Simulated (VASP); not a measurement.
# LiCl (Pm-3m) in VASP: notebook

Runs on LiCl. Level: r2SCAN. Tasks: single point.

All numbers are computed with VASP 6.6.1; they aren't measurements. Logs are shortened: lines on timing, memory, paths and dates and some standing lists are left out, and cuts for length are marked.

### Step 1. The cell of the first run

The structure is cubic, space group Pm-3m (No. 221). The conventional cell has a = 3.271 Å, b = 3.271 Å, c = 3.271 Å, α = 90.00°, β = 90.00°, γ = 90.00°. Li (site symmetry m-3m) has 8 Cl at 2.83 Å and 6 Li at 3.27 Å within 3.7 Å. Within 3.7 Å of Cl (site symmetry m-3m) lie 8 Li at 2.83 Å and 6 Cl at 3.27 Å.

### Step 2. Single point, r2SCAN

Contents of POSCAR:

```
LiCl
1.0
    3.2711235759      0.0000000000      0.0000000000
    0.0000000000      3.2711235759      0.0000000000
    0.0000000000      0.0000000000      3.2711235759
Li Cl
1 1
Direct
    0.0000000000      0.0000000000      0.0000000000
    0.5000000000      0.5000000000      0.5000000000
```

Contents of INCAR.step1:

```
SYSTEM = LiCl
ALGO     = Normal         ! electronic algorithm
EDIFF    = 1E-4           ! SCF threshold, eV
ENCUT    = 520            ! plane-wave cutoff, eV
GGA      = PE             ! functional
ISMEAR   = 0              ! smearing method
LASPH    = .TRUE.         ! aspherical terms in the spheres
LCHARG   = .FALSE.        ! write CHGCAR
LREAL    = .FALSE.        ! projectors in reciprocal space
LWAVE    = .TRUE.         ! write WAVECAR
NBANDS   = 12             ! bands
NELM     = 80             ! most SCF steps
PREC     = Accurate       ! precision mode
SIGMA    = 0.01           ! smearing width, eV
```

Contents of INCAR.step2:

```
SYSTEM = LiCl
ALGO     = Normal         ! electronic algorithm
EDIFF    = 1E-7           ! SCF threshold, eV
ENCUT    = 520            ! plane-wave cutoff, eV
ISIF     = 2              ! what is computed and relaxed
ISMEAR   = 0              ! smearing method
ISTART   = 1            
LASPH    = .TRUE.         ! aspherical terms in the spheres
LCHARG   = .FALSE.        ! write CHGCAR
LMIXTAU  = .TRUE.       
LREAL    = .FALSE.        ! projectors in reciprocal space
LWAVE    = .FALSE.        ! write WAVECAR
METAGGA  = R2SCAN         ! meta-GGA
NBANDS   = 12             ! bands
NELM     = 80             ! most SCF steps
PREC     = Accurate       ! precision mode
SIGMA    = 0.01           ! smearing width, eV
```

Contents of KPOINTS:

```
k-points
0
G
  6 6 6
  0 0 0
```

Potentials or basis: VASP PAW PBE potentials, release 64 (Li_sv, Cl).

Run with:

```sh
> cat potpaw_PBE.64/Li_sv/POTCAR potpaw_PBE.64/Cl/POTCAR > POTCAR
> cp INCAR.step1 INCAR
> mpirun -np 1 vasp_std > vasp.out
> cp INCAR.step2 INCAR
> mpirun -np 1 vasp_std > vasp.out
```

OUTCAR:

```text
SYSTEM = LiCl
   EDIFF = 1E-7
   ENCUT = 520
   ISIF = 2
   ISMEAR = 0
   ISTART = 1
   LASPH = .TRUE.
   LREAL = .FALSE.
   METAGGA = R2SCAN
   NELM = 80
   PREC = Accurate

 ion  position               nearest neighbor table
   1  0.000  0.000  0.000-
   2  0.500  0.500  0.500-

  LATTYP: Found a simple cubic cell.
 ALAT       =     3.2711235759

  Lattice vectors:

 A1 = (   3.2711235759,   0.0000000000,   0.0000000000)
 A2 = (   0.0000000000,   3.2711235759,   0.0000000000)
 A3 = (   0.0000000000,   0.0000000000,   3.2711235759)

Analysis of symmetry for initial positions (statically):
=====================================================================
 Subroutine PRICEL returns:
 Original cell was already a primitive cell.

 Routine SETGRP: Setting up the symmetry group for a
 simple cubic supercell.

 Subroutine GETGRP returns: Found 48 space group operations
 (whereof 48 operations were pure point group operations)
 out of a pool of 48 trial point group operations.

The static configuration has the point symmetry O_h .

Analysis of symmetry for dynamics (positions and initial velocities):
=====================================================================
 Subroutine PRICEL returns:
 Original cell was already a primitive cell.

 Routine SETGRP: Setting up the symmetry group for a
 simple cubic supercell.

 Subroutine GETGRP returns: Found 48 space group operations
 (whereof 48 operations were pure point group operations)
 out of a pool of 48 trial point group operations.

The dynamic configuration has the point symmetry O_h .

 Subroutine INISYM returns: Found 48 space group operations
 (whereof 48 operations are pure point group operations),
 and found     1 'primitive' translations

----------------------------------------------------------------------------------------

                                     Primitive cell

  volume of cell :      35.0018

  direct lattice vectors                    reciprocal lattice vectors
     3.271123576  0.000000000  0.000000000     0.305705357  0.000000000  0.000000000
     0.000000000  3.271123576  0.000000000     0.000000000  0.305705357  0.000000000
     0.000000000  0.000000000  3.271123576     0.000000000  0.000000000  0.305705357

  length of vectors
     3.271123576  3.271123576  3.271123576     0.305705357  0.305705357  0.305705357

  position of ions in fractional coordinates (direct lattice)
     0.000000000  0.000000000  0.000000000
     0.500000000  0.500000000  0.500000000

[... 80 lines left out ...]
   TEBEG  =    0.0;   TEEND  =   0.0 temperature during run
   PSTRESS=    0.0 pullay stress
   NELECT =      10.0000    total number of electrons
   NUPDOWN=      -1.0000    fix difference up-down
   EMIN   =  10.00;   EMAX   =-10.00  energy-range for DOS
   EFERMI =   0.00;   METHOD = LEGACY
   ISMEAR =     0;   SIGMA  =   0.01  broadening in eV -4-tet -1-fermi 0-gaus
   EFERMI_NEDOS =   21; number of points for ismear=-14 and -15
   IALGO  =     38    algorithm
   IMIX   =      4    mixing-type and parameters
     AMIX     =   0.40;   BMIX     =  1.00
     AMIX_MAG =   1.60;   BMIX_MAG =  1.00
  volume/ion in A,a.u.               =      17.50       118.10
  Fermi-wavevector in a.u.,A,eV,Ry     =   1.078230  2.037558 15.817846  1.162579
  Thomas-Fermi vector in A             =   2.214163
   LORBIT       =      0    0 simple, 1 ext, 2 COOP (PROOUT), +10 PAW based schemes
   METAGGA = R2SCAN    functional components
   LHFCALC =     F    Hartree Fock is set to
   AEXX    =    0.0000 exact exchange contribution
   IVDW    =     0    specifies the selected vdW correction
   LEPSILON=     F    determine dielectric tensor
   LRPA    =     F    only Hartree local field effects (RPA)
 non-spin polarized calculation
 Gauss-broadening in eV      SIGMA  =   0.01
  energy-cutoff  :      520.00
  volume of cell :       35.00
 maximum number of plane-waves:       968
   NGX = 13   NGY = 13   NGZ = 13

 number of electron      10.0000013 magnetization

 Free energy of the ion-electron system (eV)
  ---------------------------------------------------
  ext. energy  EPLUGINS =         0.00000000
  ---------------------------------------------------
  free energy    TOTEN  =       -11.96155166 eV

  energy without entropy =      -11.96155166  energy(sigma->0) =      -11.96155166

 E-fermi :   1.3820     XC(G=0):  -9.0116

 val. band max:        1.2267816499   @ k =   0.5000   0.5000   0.0000
 cond. band min:       6.6185513427   @ k =   0.0000   0.0000   0.0000
 fundamental gap:      5.3917696928
 Fermi energy:         1.3819814481

 k-point     1 :       0.0000    0.0000    0.0000
  band No.  band energies     occupation
      1     -45.4494      2.00000
      2     -13.6281      2.00000
      3       0.3810      2.00000
      4       0.3810      2.00000
      5       0.3810      2.00000
      6       6.6186      0.00000
      7      10.6076      0.00000
      8      10.6076      0.00000
      9      15.7234      0.00000
     10      15.7234      0.00000
     11      15.7234      0.00000
     12      19.0206      0.00000
[... 271 lines left out ...]
 k-point    20 :       0.5000    0.5000    0.5000
  band No.  band energies     occupation
      1     -45.4426      2.00000
      2     -12.1086      2.00000
      3      -1.3268      2.00000
      4      -1.3268      2.00000
      5      -1.3268      2.00000
      6       7.0394      0.00000
      7       7.0394      0.00000
      8       7.0394      0.00000
      9      14.7697      0.00000
     10      21.2066      0.00000
     11      21.2066      0.00000
     12      21.2066      0.00000

------------------------ aborting loop because EDIFF is reached ----------------------------------------

  FORCE on cell =-STRESS in cart. coord.  units (eV):
  Direction    XX          YY          ZZ          XY          YZ          ZX
  --------------------------------------------------------------------------------------
  -------------------------------------------------------------------------------------
  Total       -0.1174578     -0.1174578     -0.1174578      0.0000000     -0.0000000      0.0000000
  in kB       -5.3765250     -5.3765250     -5.3765250      0.0000000     -0.0000000      0.0000000
  external PRESSURE =      -5.3765250 kB  Pullay stress =       0.0000000 kB

 VOLUME and BASIS-vectors are now :
 -----------------------------------------------------------------------------
  energy-cutoff  :      520.00
  volume of cell :       35.00
      direct lattice vectors                 reciprocal lattice vectors
     3.271123576  0.000000000  0.000000000     0.305705357  0.000000000  0.000000000
     0.000000000  3.271123576  0.000000000     0.000000000  0.305705357  0.000000000
     0.000000000  0.000000000  3.271123576     0.000000000  0.000000000  0.305705357

 POSITION                                       TOTAL-FORCE (eV/Angst)
 -----------------------------------------------------------------------------------
      0.00000      0.00000      0.00000         0.000000      0.000000      0.000000
      1.63556      1.63556      1.63556         0.000000      0.000000      0.000000
 -----------------------------------------------------------------------------------
    total drift:                                0.000000     -0.000000     -0.000000

  FREE ENERGIE OF THE ION-ELECTRON SYSTEM (eV)
  ---------------------------------------------------
  free  energy   TOTEN  =       -11.9615516621 eV

  energy  without entropy=      -11.9615516621  energy(sigma->0) =      -11.96155166
```

OUTCAR.step1:

```text
SYSTEM = LiCl
   EDIFF = 1E-4
   ENCUT = 520
   GGA = PE
   ISMEAR = 0
   LASPH = .TRUE.
   LREAL = .FALSE.
[... 513 lines left out ...]
      0.00000      0.00000      0.00000         0.000000      0.000000      0.000000
      1.63556      1.63556      1.63556         0.000000      0.000000      0.000000
 -----------------------------------------------------------------------------------
    total drift:                                0.000000     -0.000000     -0.000000

  FREE ENERGIE OF THE ION-ELECTRON SYSTEM (eV)
  ---------------------------------------------------
  free  energy   TOTEN  =        -6.8203896233 eV

  energy  without entropy=       -6.8203896233  energy(sigma->0) =       -6.82038962
```

Wall time 40 s (1 thread of Intel Xeon 6975P-C, shared host); peak memory 0.13 GiB.

What came out:

* Free energy: -11.9616 eV
* Band gap on the k mesh: 5.39 eV, indirect (least direct gap 5.97 eV)

Caveat: the cutoff is under 1.25 times the usual one of these potentials, so pressure, stress and relaxed cells hold a basis-set (Pulay) error; the PAW data sets were made with another functional, which shifts forces and pressure a little.

### Step 3. Single point, r2SCAN (volume changed by +3%)

Contents of POSCAR:

```
LiCl
1.0
    3.3035130445      0.0000000000      0.0000000000
    0.0000000000      3.3035130445      0.0000000000
    0.0000000000      0.0000000000      3.3035130445
Li Cl
1 1
Direct
    0.0000000000      0.0000000000      0.0000000000
    0.5000000000      0.5000000000      0.5000000000
```

Contents of INCAR.step1:

```
SYSTEM = LiCl
ALGO = Normal
EDIFF = 1E-4
ENCUT = 520
GGA = PE
ISMEAR = 0
LASPH = .True.
LCHARG = .False.
LREAL = .False.
LWAVE = .True.
NBANDS = 12
NELM = 80
PREC = Accurate
SIGMA = 0.01
```

Contents of INCAR.step2:

```
SYSTEM = LiCl
ALGO = Normal
EDIFF = 1E-6
ENCUT = 520
ISIF = 2
ISMEAR = 0
ISTART = 1
LASPH = .True.
LCHARG = .True.
LELF = .True.
LMIXTAU = .True.
LREAL = .False.
LVHAR = .True.
LWAVE = .False.
METAGGA = R2SCAN
NBANDS = 12
NELM = 80
PREC = Accurate
SIGMA = 0.01
```

Contents of KPOINTS:

```
k-points
0
Gamma
  6 6 6
  0 0 0
```

Potentials or basis: VASP PAW PBE potentials, release 64 (Li_sv, Cl).

Run with:

```sh
> cat potpaw_PBE.64/Li_sv/POTCAR potpaw_PBE.64/Cl/POTCAR > POTCAR
> cp INCAR.step1 INCAR
> mpirun -np 1 vasp_std > vasp.out
> cp INCAR.step2 INCAR
> mpirun -np 1 vasp_std > vasp.out
```

Wall time 66 s (1 thread of Intel Xeon 6975P-C, shared host); peak memory 0.16 GiB.

Results (log left out):

| Item | Value |
| --- | --- |
| Free energy | -11.9578 eV |
| Band gap on the k mesh | 5.26 eV, indirect (least direct gap 6.00 eV) |

Levels at points of the mesh, in eV from the valence-band top:
```tsv
k point	band 3	band 4	band 5	band 6	band 7	band 8
(0.00, 0.00, 0.00)	-0.80	-0.80	-0.80	5.26	9.43	9.43
(0.50, 0.00, 0.00)	-3.83	-0.35	-0.35	6.61	10.44	11.01
(0.50, 0.50, 0.00)	-3.25	-3.25	0.00	6.00	10.66	10.66
(0.50, 0.50, 0.50)	-2.44	-2.44	-2.44	5.88	5.88	5.88
```

Caveat: the cutoff is under 1.25 times the usual one of these potentials, so pressure, stress and relaxed cells hold a basis-set (Pulay) error; the PAW data sets were made with another functional, which shifts forces and pressure a little. A k mesh can miss the band edges.

### Step 4. Single point, r2SCAN (volume changed by +6%)

Contents of POSCAR:

```
LiCl
1.0
    3.3352795417      0.0000000000      0.0000000000
    0.0000000000      3.3352795417      0.0000000000
    0.0000000000      0.0000000000      3.3352795417
Li Cl
1 1
Direct
    0.0000000000      0.0000000000      0.0000000000
    0.5000000000      0.5000000000      0.5000000000
```

Contents of INCAR.step1:

```
PREC = Accurate
ENCUT = 520
ISMEAR = 0
SIGMA = 0.01
LREAL = F
LASPH = T
NELM = 80
NBANDS = 12
GGA = PE
ALGO = Normal
EDIFF = 1E-4
LWAVE = T
LCHARG = F
```

Contents of INCAR.step2:

```
PREC = Accurate
ENCUT = 520
EDIFF = 1E-6
ISMEAR = 0
SIGMA = 0.01
LREAL = F
LASPH = T
NELM = 80
ALGO = Normal
ISIF = 2
LWAVE = F
LCHARG = T
METAGGA = R2SCAN
LMIXTAU = T
LELF = T
LVHAR = T
NBANDS = 12
ISTART = 1
```

Contents of KPOINTS:

```
Automatic mesh
0
Gamma
  6 6 6
```

Potentials or basis: VASP PAW PBE potentials, release 64 (Li_sv, Cl).

Run with:

```sh
> cat potpaw_PBE.64/Li_sv/POTCAR potpaw_PBE.64/Cl/POTCAR > POTCAR
> cp INCAR.step1 INCAR
> mpirun -np 1 vasp_std > vasp.out
> cp INCAR.step2 INCAR
> mpirun -np 1 vasp_std > vasp.out
```

OUTCAR:

```text
PREC = Accurate
   ENCUT = 520
   EDIFF = 1E-6
   ISMEAR = 0
   LREAL = F
   LASPH = T
   NELM = 80
   ISIF = 2
   METAGGA = R2SCAN
   ISTART = 1

 ion  position               nearest neighbor table
   1  0.000  0.000  0.000-
   2  0.500  0.500  0.500-

  LATTYP: Found a simple cubic cell.
 ALAT       =     3.3352795417

  Lattice vectors:

[... 477 lines left out ...]
     10      20.0064      0.00000
     11      20.0064      0.00000
     12      20.0064      0.00000

------------------------ aborting loop because EDIFF is reached ----------------------------------------

  FORCE on cell =-STRESS in cart. coord.  units (eV):
  Direction    XX          YY          ZZ          XY          YZ          ZX
  --------------------------------------------------------------------------------------
  -------------------------------------------------------------------------------------
  Total       -0.4976100     -0.4976100     -0.4976100      0.0000000      0.0000000     -0.0000000
  in kB      -21.4883455    -21.4883455    -21.4883455      0.0000000      0.0000000     -0.0000000
  external PRESSURE =     -21.4883455 kB  Pullay stress =       0.0000000 kB

 VOLUME and BASIS-vectors are now :
 -----------------------------------------------------------------------------
  energy-cutoff  :      520.00
  volume of cell :       37.10
      direct lattice vectors                 reciprocal lattice vectors
     3.335279542  0.000000000  0.000000000     0.299824943  0.000000000  0.000000000
     0.000000000  3.335279542  0.000000000     0.000000000  0.299824943  0.000000000
     0.000000000  0.000000000  3.335279542     0.000000000  0.000000000  0.299824943

 POSITION                                       TOTAL-FORCE (eV/Angst)
 -----------------------------------------------------------------------------------
      0.00000      0.00000      0.00000         0.000000      0.000000      0.000000
      1.66764      1.66764      1.66764         0.000000      0.000000      0.000000
 -----------------------------------------------------------------------------------
    total drift:                               -0.000000      0.000000      0.000000

  FREE ENERGIE OF THE ION-ELECTRON SYSTEM (eV)
  ---------------------------------------------------
  free  energy   TOTEN  =       -11.9470978932 eV

  energy  without entropy=      -11.9470978932  energy(sigma->0) =      -11.94709789
```

Wall time 55 s (1 thread of Intel Xeon 6975P-C, shared host); peak memory 0.16 GiB.

What came out:

| Item | Value |
| --- | --- |
| Free energy | -11.9471 eV |
| Band gap on the k mesh | 5.14 eV, indirect (least direct gap 5.90 eV) |

Caveat: the cutoff is under 1.25 times the usual one of these potentials, so pressure, stress and relaxed cells hold a basis-set (Pulay) error; the PAW data sets were made with another functional, which shifts forces and pressure a little. A k mesh can miss the band edges.

[end of part 1 of 2]
